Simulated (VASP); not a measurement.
Wanted: the native input for a VASP 6.6.1 run.

```yaml
Task: single point
Functional: r2SCAN
Potentials_or_basis: VASP PAW PBE potentials, release 64 (Si, C)
Cutoff: 520 eV
k_mesh: 9 × 9 × 6
Occupations: gaussian, width 0.02 eV
Spin: no spin polarisation
Dipole_correction: no
Further_INCAR_settings: ALGO = Normal; EDIFF = 1e-06; NBANDS = 16
```

The system is SiC.

```
CELL_PARAMETERS angstrom
3.13522 0.00000 0.00000
-1.56761 2.71518 0.00000
0.00000 0.00000 5.14878
ATOMIC_POSITIONS crystal
Si 0.33333 0.66667 0.00460
Si 0.66667 0.33333 0.50460
C 0.33333 0.66667 0.38040
C 0.66667 0.33333 0.88040
```

One way to write it, as run:

POSCAR

```
SiC
1.0
    3.1352193267      0.0000000000      0.0000000000
   -1.5676096633      2.7151795833      0.0000000000
    0.0000000000      0.0000000000      5.1487776478
Si C
2 2
Direct
    0.3333333333      0.6666666667      0.0046031372
    0.6666666667      0.3333333333      0.5046031372
    0.3333333333      0.6666666667      0.3803968628
    0.6666666667      0.3333333333      0.8803968628
```

INCAR.step1

```
PREC     = Accurate       # precision mode
ENCUT    = 520            # plane-wave cutoff, eV
ISMEAR   = 0              # smearing method
SIGMA    = 0.02           # smearing width, eV
LREAL    = F              # projectors in reciprocal space
LASPH    = T              # aspherical terms in the spheres
NELM     = 60             # most SCF steps
NBANDS   = 16             # bands
GGA      = PE             # functional
ALGO     = Normal         # electronic algorithm
EDIFF    = 1E-4           # SCF threshold, eV
LWAVE    = T              # write WAVECAR
LCHARG   = F              # write CHGCAR
```

INCAR.step2

```
PREC     = Accurate       # precision mode
ENCUT    = 520            # plane-wave cutoff, eV
EDIFF    = 1E-6           # SCF threshold, eV
ISMEAR   = 0              # smearing method
SIGMA    = 0.02           # smearing width, eV
LREAL    = F              # projectors in reciprocal space
LASPH    = T              # aspherical terms in the spheres
NELM     = 60             # most SCF steps
ALGO     = Normal         # electronic algorithm
ISIF     = 2              # what is computed and relaxed
LWAVE    = F              # write WAVECAR
LCHARG   = F              # write CHGCAR
METAGGA  = R2SCAN         # meta-GGA
LMIXTAU  = T            
NBANDS   = 16             # bands
ISTART   = 1
```

KPOINTS

```
regular mesh
0
Gamma
  9 9 6
```

Potentials or basis: VASP PAW PBE potentials, release 64 (Si, C).

Command:

```sh
$ cat potpaw_PBE.64/Si/POTCAR potpaw_PBE.64/C/POTCAR > POTCAR
$ cp INCAR.step1 INCAR
$ mpirun -np 1 vasp_std > vasp.out
$ cp INCAR.step2 INCAR
$ mpirun -np 1 vasp_std > vasp.out
```

It gave:

```
Pressure               : -12.0 GPa
Largest force          : 0.008 eV/Å
Band gap on the k mesh : 2.74 eV (least direct gap 4.38 eV)
```

Caveat: the cell stands under tension; the PAW data sets were made with another functional, which shifts forces and pressure a little; an odd mesh through Γ misses points on the zone boundary, where band edges can lie.

Wall time 100 s on 1 thread of Intel Xeon 8259CL, on a shared host, peak memory 0.18 GiB.
